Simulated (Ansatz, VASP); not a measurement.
## Two plane-wave programs on Ga

Contents of POSCAR:

```
Ga
1.0
    2.2153339849     -3.7523045894      0.0000000000
    2.2153339849      3.7523045894      0.0000000000
    0.0000000000      0.0000000000      4.4316475558
Ga
4
Direct
    0.3451000000      0.6549000000      0.4190000000
    0.1549000000      0.8451000000      0.9190000000
    0.6549000000      0.3451000000      0.5810000000
    0.8451000000      0.1549000000      0.0810000000
```

Contents of INCAR.step1:

```
SYSTEM = Ga
ALGO = Normal
EDIFF = 1E-4
ENCUT = 520
GGA = PE
ISMEAR = -1
LASPH = .True.
LCHARG = .False.
LREAL = .False.
LWAVE = .True.
NBANDS = 34
NELM = 60
PREC = Accurate
SIGMA = 0.05
```

The input INCAR.step2:

```
SYSTEM = Ga
ALGO = Normal
EDIFF = 1E-7
ENCUT = 520
ISIF = 2
ISMEAR = -1
ISTART = 1
LASPH = .True.
LCHARG = .True.
LELF = .True.
LMIXTAU = .True.
LREAL = .False.
LVHAR = .True.
LWAVE = .False.
METAGGA = R2SCAN
NBANDS = 34
NELM = 60
PREC = Accurate
SIGMA = 0.05
```

KPOINTS

```
k-points
0
Gamma
  7 7 6
  0 0 0
```

input.yaml

```yaml
crystal:
  lattice:
    - [2.2153339849, -3.7523045894, 0.0]
    - [2.2153339849, 3.7523045894, 0.0]
    - [0.0, 0.0, 4.4316475558]
  atoms:
    - { symbol: Ga, position: [0.3451, 0.6549, 0.419] }
    - { symbol: Ga, position: [0.1549, 0.8451, 0.919] }
    - { symbol: Ga, position: [0.6549, 0.3451, 0.581] }
    - { symbol: Ga, position: [0.8451, 0.1549, 0.081] }
hamiltonian:
  xc: r2scan
  pseudopotentials: { kind: paw }
kpoints:
  mp_grid: { grid: [7, 7, 6] }
scf:
  occupations: { method: fermi_dirac, width: 0.05 }
output:
  forces: true
  stress: true
  eigenvalues: true
```

Alike in both runs: task single point; functional r2SCAN; k mesh 7 × 7 × 6; occupations fermi-dirac, width 0.05 eV; no spin polarisation.

|  | VASP | Ansatz |
| --- | --- | --- |
| version | VASP 6.6.1 | Ansatz 0.2.0 |
| potentials or method | VASP PAW PBE potentials, release 64 (Ga_d) | Ansatz PAW |
| plane-wave cutoff (eV) | 520 | 500 |
| valence electrons in the cell | 52 | 52 |

|  | VASP | Ansatz | Ansatz less VASP |
| --- | --- | --- | --- |
| gap on the k mesh at the Fermi level (eV) | none | none | - |
| pressure (GPa) | 2.9 | 2.8 | -0.10 |
| traceless stress, the component that is largest in VASP (GPa) | -1.70 | -1.71 | -0.010 |
| rms of the force components (eV/Å) | 0.088 | 0.089 | +0.0006 |

VASP's potentials were made for PBE, not for r2SCAN. Atom by atom the forces differ by 0.004 eV/Å (rms over components). A gap of «none» marks a metal or a gap that the smearing closes.
